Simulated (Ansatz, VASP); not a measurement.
BaTiO3: VASP beside Ansatz

```xyz
5
Lattice="3.9933 0.0000 0.0000 0.0000 3.9933 0.0000 0.0000 0.0000 3.9933" Properties=species:S:1:pos:R:3 pbc="T T T"
Ba    1.9966    1.9966    1.9966
Ti    0.0000    0.0000    0.0000
O     1.9966    0.0000    0.0000
O     0.0000    1.9966    0.0000
O     0.0000    0.0000    1.9966
```

Alike in both runs: functional revPBE; dispersion D3(BJ); k mesh 6 × 6 × 6; occupations fermi-dirac, width 0.02 eV; no spin polarisation.

Ansatz relaxed the structure, and its values are those at the end. VASP's run is a single point on that final structure, the one shown.

|  | VASP | Ansatz |
| --- | --- | --- |
| version | VASP 6.6.1 | Ansatz 0.2.0 |
| potentials or method | VASP PAW PBE potentials, release 64 (Ba_sv, Ti_sv, O), cutoff 520 eV | plane waves, PAW |
| valence electrons in the cell | 40 | 40 |

```csv
,VASP,Ansatz,Ansatz less VASP
pressure (GPa),1.9,0.0,-1.84
```

VASP's potentials were made for PBE, not for revPBE.

Neither program's run includes spin-orbit coupling.
